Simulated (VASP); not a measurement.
A run of VASP 6.6.1:

The input INCAR:

```
SYSTEM = Al3Rh2
  PREC = Accurate
  ENCUT = 520
  EDIFF = 1E-6
  ISMEAR = 0
  SIGMA = 0.1
  LREAL = .False.
  LASPH = .True.
  NELM = 60
  ALGO = Normal
  ISIF = 2
  LWAVE = .False.
  LCHARG = .False.
  GGA = PE
  NBANDS = 28
```

KPOINTS

```
Automatic mesh
0
Gamma
  6 6 4
  0 0 0
```

Contents of POSCAR:

```
Al3Rh2
1.0
    4.1745829673      0.0000000031      0.0000000000
   -2.0872914863      3.6152948983      0.0000000000
    0.0000000000      0.0000000000      7.8176374779
Al Rh
3 2
Direct
    0.0000000000      0.0000000000      0.1705999306
    0.0000000000      0.0000000000      0.8294000694
    0.0000000000      0.0000000000      0.5000000000
    0.3333333333      0.6666666667      0.0000000000
    0.6666666667      0.3333333333      0.0000000000
```

Potentials or basis: VASP PAW PBE potentials, release 64 (Al, Rh_pv).

Command:

```bash
$ cat potpaw_PBE.64/Al/POTCAR potpaw_PBE.64/Rh_pv/POTCAR > POTCAR
$ mpirun -np 1 vasp_std > vasp.out
```

Hardware: 1 thread of Intel(R) Xeon(R) 6975P-C (Granite Rapids), on a shared host.

Estimate the wall time of this run.

It took 29 s on 1 thread of Intel(R) Xeon(R) 6975P-C (Granite Rapids), with other jobs on the host, peak memory 0.25 GiB. Counts: scf iterations 14, k points 21.
